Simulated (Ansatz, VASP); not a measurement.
# KBr: VASP beside Ansatz

```
CELL_PARAMETERS angstrom
0.00041 -3.35336 -3.35516
-0.00002 3.35445 -3.35625
6.70661 -0.00043 -0.00039
ATOMIC_POSITIONS crystal
K 0.50004 0.49983 0.49998
K 0.99996 0.00017 0.00002
Br 0.49994 0.50021 0.00001
Br 0.00006 0.99979 0.49999
```

Alike in both runs: functional PBE; k mesh 6 × 6 × 4; occupations gaussian, width 0.05 eV; no spin polarisation.

Ansatz relaxed the structure, and its values are those at the end. VASP's run is a single point on that final structure, the one shown.

```csv
,VASP,Ansatz
version,VASP 6.6.1,Ansatz 0.2.0
potentials or method,"VASP PAW PBE potentials, release 64 (K_sv, Br), cutoff 520 eV","scalar-relativistic, plane waves, PAW"
valence electrons in the cell,32,32
```

|  | VASP | Ansatz | Ansatz less VASP |
| --- | --- | --- | --- |
| gap on the k mesh at the Fermi level (eV) | 4.31 | 4.31 | +0.001 |
| least direct gap on the mesh (eV) | 4.31 | 4.31 | +0.001 |
| pressure (GPa) | 0.0 | 0.0 | -0.03 |
